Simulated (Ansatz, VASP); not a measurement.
One calculation of Pd, two programs

```xyz
1
Lattice="-1.5437 1.5437 1.5437 1.5437 -1.5437 1.5437 1.5437 1.5437 -1.5437" Properties=species:S:1:pos:R:3 pbc="T T T"
Pd    0.0000    0.0000    0.0000
```

Alike in both runs: task relaxation of cell and atoms; functional PBE; k mesh 14 × 14 × 14; occupations fermi-dirac, width 0.05 eV; collinear spin.

|  | VASP | Ansatz |
| --- | --- | --- |
| version | VASP 6.6.1 | Ansatz 0.2.0 |
| potentials or method | VASP PAW PBE potentials, release 64 (Pd), cutoff 600 eV | plane waves (420 eV) with PAW, scalar-relativistic |
| valence electrons in the cell | 10 | 18 |

```csv
,VASP,Ansatz,Ansatz less VASP
net moment per atom (μB),0.00,0.00,0.000
relaxed volume (Å³/atom),15.42,15.46,+0.037
relaxed cell length with the largest relative difference (Å),2.716,2.718,+0.0022
```

VASP's potentials hold 10 valence electrons a cell and Ansatz's 18, so a difference there can come from the potentials and not from the codes. Ansatz's warnings: seeded moment not kept.
